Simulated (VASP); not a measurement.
Wanted: the native input for a VASP 6.6.1 run.

```
Task                   : single point
Functional             : PBEsol
Potentials or basis    : VASP PAW PBE potentials, release 64 (Al, Ru_pv)
Cutoff                 : 520 eV
k mesh                 : 7 × 7 × 7
Occupations            : methfessel-paxton, width 0.1 eV
Spin                   : no spin polarisation
Dipole correction      : no
Further INCAR settings : ALGO = Normal; EDIFF = 1e-07; NBANDS = 16
```

The structure of AlRu lies in POSCAR:

```
AlRu
1.0
    2.9916000000      0.0000000000      0.0000000000
    0.0000000000      2.9916000000      0.0000000000
    0.0000000000      0.0000000000      2.9916000000
Al Ru
1 1
Direct
    0.0000000000      0.0000000000      0.0000000000
    0.5000000000      0.5000000000      0.5000000000
```

One way to write it, as run:

INCAR

```
ALGO = Normal ; EDIFF = 1E-7
ENCUT = 520 ; GGA = PS
ISIF = 2 ; ISMEAR = 1
LASPH = T ; LCHARG = F
LREAL = F ; LWAVE = F
NBANDS = 16 ; NELM = 100
PREC = Accurate ; SIGMA = 0.1
```

KPOINTS

```
k-points
0
Gamma
  7 7 7
```

Potentials or basis: VASP PAW PBE potentials, release 64 (Al, Ru_pv).

Launch:

```sh
$ cat potpaw_PBE.64/Al/POTCAR potpaw_PBE.64/Ru_pv/POTCAR > POTCAR
$ mpirun -np 1 vasp_std > vasp.out
```

It gave:

```yaml
Pressure: -3.3 GPa
```

Caveat: the PAW data sets were made with another functional, which shifts forces and pressure a little.

Run time: 5.3 s on 1 thread of Intel(R) Xeon(R) Platinum 8488C (Sapphire Rapids), on a shared host, peak memory 0.13 GiB.
